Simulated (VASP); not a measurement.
A run of VASP 6.6.1:

The input INCAR:

```
SYSTEM = Ag
PREC = Accurate ; ENCUT = 520
EDIFF = 1E-6 ; ISMEAR = -1
SIGMA = 0.08 ; LREAL = .FALSE.
LASPH = .TRUE. ; NELM = 80
ALGO = Normal ; ISIF = 2
LWAVE = .FALSE. ; LCHARG = .FALSE.
GGA = PE ; NBANDS = 30
```

File KPOINTS:

```
Automatic mesh
0
G
  14 14 4
  0 0 0
```

The input POSCAR:

```
Ag
1.0
    2.8957876797      0.0000000000      0.0000000000
   -1.4478938399      2.5078256947      0.0000000000
    0.0000000000      0.0000000000     10.0332228354
Ag
4
Direct
    0.3333333333      0.6666666667      0.2500000000
    0.6666666667      0.3333333333      0.7500000000
    0.0000000000      0.0000000000      0.0000000000
    0.0000000000      0.0000000000      0.5000000000
```

Potentials or basis: VASP PAW PBE potentials, release 64 (Ag).

The run is started by

```bash
$ cat potpaw_PBE.64/Ag/POTCAR > POTCAR
$ mpirun -np 1 vasp_std > vasp.out
```

Hardware: 1 thread of Intel(R) Xeon(R) 6975P-C (Granite Rapids), on a shared host.

Problem. How long does it take, and how much memory?

Solution. It took 46 s on 1 thread of Intel(R) Xeon(R) 6975P-C (Granite Rapids), with other jobs on the host, peak memory 0.26 GiB. Counts: scf iterations 12, k points 72.
